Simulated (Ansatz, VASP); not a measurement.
**HfO2: VASP beside Ansatz**

File INCAR:

```
PREC = Accurate
ENCUT = 520
EDIFF = 1E-6
ISMEAR = -1
SIGMA = 0.05
LREAL = F
LASPH = T
NELM = 80
ALGO = Normal
ISIF = 2
LWAVE = F
LCHARG = F
GGA = PE
NBANDS = 56
```

The input KPOINTS:

```
regular mesh
0
Gamma
  5 5 6
```

POSCAR

```
HfO2
1.0
    5.0803194000      0.0000000000      0.0000000000
    0.0000000000      5.1648674500      0.0000000000
    0.0000000000      0.0000000000      4.8908836500
Hf O
4 8
Direct
    0.2186680000      0.7834550000      0.2627570000
    0.7354820000      0.7284180000      0.7256130000
    0.7865160000      0.2194500000      0.2801250000
    0.2771050000      0.2803200000      0.7374520000
    0.1886220000      0.1709750000      0.1056320000
    0.6869530000      0.3357310000      0.8854140000
    0.8183950000      0.8354440000      0.1145560000
    0.3001420000      0.6584150000      0.8847050000
    0.0048920000      0.4947970000      0.4935900000
    0.5038090000     -0.0073420000      0.5151220000
   -0.0029780000     -0.0067830000      0.5752220000
    0.4941450000      0.5051600000      0.4301630000
```

input.yaml

```yaml
crystal:
  lattice:
    - [5.0803194, 0.0, 0.0]
    - [0.0, 5.16486745, 0.0]
    - [0.0, 0.0, 4.89088365]
  atoms:
    - { symbol: Hf, position: [0.218668, 0.783455, 0.262757] }
    - { symbol: Hf, position: [0.735482, 0.728418, 0.725613] }
    - { symbol: Hf, position: [0.786516, 0.21945, 0.280125] }
    - { symbol: Hf, position: [0.277105, 0.28032, 0.737452] }
    - { symbol: O, position: [0.188622, 0.170975, 0.105632] }
    - { symbol: O, position: [0.686953, 0.335731, 0.885414] }
    - { symbol: O, position: [0.818395, 0.835444, 0.114556] }
    - { symbol: O, position: [0.300142, 0.658415, 0.884705] }
    - { symbol: O, position: [0.004892, 0.494797, 0.49359] }
    - { symbol: O, position: [0.503809, -0.007342, 0.515122] }
    - { symbol: O, position: [-0.002978, -0.006783, 0.575222] }
    - { symbol: O, position: [0.494145, 0.50516, 0.430163] }
hamiltonian:
  xc: pbe
  pseudopotentials: { kind: paw }
kpoints:
  mp_grid: { grid: [5, 5, 6] }
scf:
  occupations: { method: fermi_dirac, width: 0.05 }
output:
  forces: true
  stress: true
  eigenvalues: true
```

Change from the starting cell: atoms moved at random, drawn with an rms of 0.05 Å.

Alike in both runs: task single point; functional PBE; k mesh 5 × 5 × 6; occupations fermi-dirac, width 0.05 eV; no spin polarisation.

|  | VASP | Ansatz |
| --- | --- | --- |
| version | VASP 6.6.1 | Ansatz 0.2.0 |
| potentials or method | VASP PAW PBE potentials, release 64 (Hf_pv, O) | Ansatz PAW |
| plane-wave cutoff (eV) | 520 | 420 |
| valence electrons in the cell | 88 | 152 |

Ansatz gave:

```
gap on the k mesh at the Fermi level (eV)                     : 3.79
least direct gap on the mesh (eV)                             : 3.79
pressure (GPa)                                                : 9.9
traceless stress, the component that is largest in VASP (GPa) : -1.71
rms of the force components (eV/Å)                            : 0.755
```

Problem. What did VASP give for the same quantities?

Solution. gap on the k mesh at the Fermi level (eV): 3.76; least direct gap on the mesh (eV): 3.76; pressure (GPa): 6.6; traceless stress, the component that is largest in VASP (GPa): -1.75; rms of the force components (eV/Å): 0.748.

Atom by atom the forces differ by 0.047 eV/Å (rms over components). With one functional, cell and mesh, what is left measures potentials, basis and numerics. VASP's potentials hold 88 valence electrons a cell and Ansatz's 152, so a difference there can come from the potentials and not from the codes.

Spin-orbit coupling is off throughout. Noted on Ansatz's run: odd divisions of the mesh miss points on the zone boundary, where band edges often lie, so the gap on the mesh can be too wide.
